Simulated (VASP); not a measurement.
Set up this calculation in VASP 6.6.1, as the native input.

- Task: electric field gradients
- Functional: PBEsol
- Potentials or basis: VASP PAW PBE potentials, release 64 (Y_sv, Te)
- Cutoff: 520 eV
- k mesh: 12 × 12 × 12
- Occupations: fermi-dirac, width 0.05 eV
- Spin: no spin polarisation
- Dipole correction: no
- Further INCAR settings: ALGO = Normal; EDIFF = 1e-08; NBANDS = 16

The structure of YTe lies in POSCAR:

```
YTe
1.0
    0.0000000000      3.0270463636      3.0270463636
    3.0270463636      0.0000000000      3.0270463636
    3.0270463636      3.0270463636      0.0000000000
Y Te
1 1
Direct
    0.0000000000      0.0000000000      0.0000000000
    0.5000000000      0.5000000000      0.5000000000
```

This cell differs from its parent crystal: volume scaled by 0.98.

One way to write it, as run:

INCAR

```
SYSTEM = YTe
  PREC = Accurate
  ENCUT = 520
  EDIFF = 1E-8
  ISMEAR = -1
  SIGMA = 0.05
  LREAL = .False.
  LASPH = .True.
  NELM = 80
  ALGO = Normal
  ISIF = 2
  LWAVE = .False.
  LCHARG = .False.
  GGA = PS
  LEFG = .True.
  NBANDS = 16
```

KPOINTS

```
regular mesh
0
Gamma
  12 12 12
  0 0 0
```

Potentials or basis: VASP PAW PBE potentials, release 64 (Y_sv, Te).

Command:

```bash
$ cat potpaw_PBE.64/Y_sv/POTCAR potpaw_PBE.64/Te/POTCAR > POTCAR
$ mpirun -np 1 vasp_std > vasp.out
```

Results of the run:

```json
{
 "Pressure": "0.9 GPa"
}
```

Caveat: without QUAD_EFG the Cq values of the log hold for a quadrupole moment of 1 mb, not for the nuclei; the PAW data sets were made with another functional, which shifts forces and pressure a little.

Wall time 38 s on 1 thread of AMD EPYC 9R45 96-Core Processor (Zen 5) (shared host), peak memory 0.21 GiB.
